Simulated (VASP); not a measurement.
Here is a VASP 6.6.1 calculation.

The input INCAR:

```
SYSTEM = TaN
  ALGO = Normal
  EDIFF = 1E-6
  ENCUT = 600
  GGA = PE
  GGA_COMPAT = .FALSE.
  ISIF = 2
  ISMEAR = -1
  LASPH = .TRUE.
  LCHARG = .TRUE.
  LELF = .TRUE.
  LREAL = .FALSE.
  LVHAR = .TRUE.
  LWAVE = .FALSE.
  NBANDS = 24
  NELM = 120
  PREC = Accurate
  SIGMA = 0.01
```

The input KPOINTS:

```
k-points
0
G
  9 9 5
  0 0 0
```

The input POSCAR:

```
TaN
1.0
    3.0500010905     -0.0305000109     -0.0305000109
   -1.5514143296      2.6566284314     -0.0111637788
   -0.0494000000     -0.0494000000      4.9400000000
Ta N
2 2
Direct
    0.3333333333      0.6666666667      0.0000000000
    0.6666666667      0.3333333333      0.5000000000
    0.3333333333      0.6666666667      0.3850000000
    0.6666666667      0.3333333333      0.8850000000
```

Potentials or basis: VASP PAW PBE potentials, release 64 (Ta_pv, N).

Launch:

```console
$ cat potpaw_PBE.64/Ta_pv/POTCAR potpaw_PBE.64/N/POTCAR > POTCAR
$ mpirun -np 1 vasp_std > vasp.out
```

**Question.** What does it give for the band gap on the k mesh?

**Answer.** Zero (bands 16 and 17 overlap by 2.19 eV).

**Question.** What does it give for the pressure?

**Answer.** 140.6 GPa.

**Question.** Estimate the largest force.

**Answer.** 2.736 eV/Å.

Stress tensor (GPa, compression positive):
```
149.51   5.01   1.77
  5.01 149.15   1.80
  1.77   1.80 123.27
```

Caveat: the cell differs from its parent crystal (equal xy, yz and zx shear strains of -2 %); the cell stands under pressure; spin-orbit coupling is left out, which moves the levels of the heavy elements; forces of over 1 eV/Å act on the atoms, so gaps and moduli don't describe the material at rest.
